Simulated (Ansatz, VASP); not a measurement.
## Two plane-wave programs on MgS

```
CELL_PARAMETERS angstrom
0.00000 2.83000 2.83000
2.83000 0.00000 2.83000
2.83000 2.83000 0.00000
ATOMIC_POSITIONS crystal
Mg 0.00000 0.00000 0.00000
S 0.25000 0.25000 0.25000
```

Alike in both runs: task single point; functional LDA; k mesh 6 × 6 × 6; occupations gaussian, width 0.1 eV; no spin polarisation.

|  | VASP | Ansatz |
| --- | --- | --- |
| version | VASP 6.6.1 | Ansatz 0.2.0 |
| potentials or method | VASP PAW LDA potentials, release 64 (Mg, S), cutoff 600 eV | scalar-relativistic, plane waves, PAW |
| valence electrons in the cell | 8 | 16 |

VASP gave:

- gap on the k mesh at the Fermi level (eV): 3.20
- least direct gap on the mesh (eV): 3.20
- pressure (GPa): -2.3

Estimate Ansatz's values.

gap on the k mesh at the Fermi level (eV): 3.19; least direct gap on the mesh (eV): 3.19; pressure (GPa): -2.0.

Ansatz warns that its potentials were made for another functional, while VASP's fit it. LDA's correlation is that of Perdew and Zunger in VASP and of Perdew and Wang (1992) in Ansatz. VASP's potentials hold 8 valence electrons a cell and Ansatz's 16, so a difference there can come from the potentials and not from the codes.
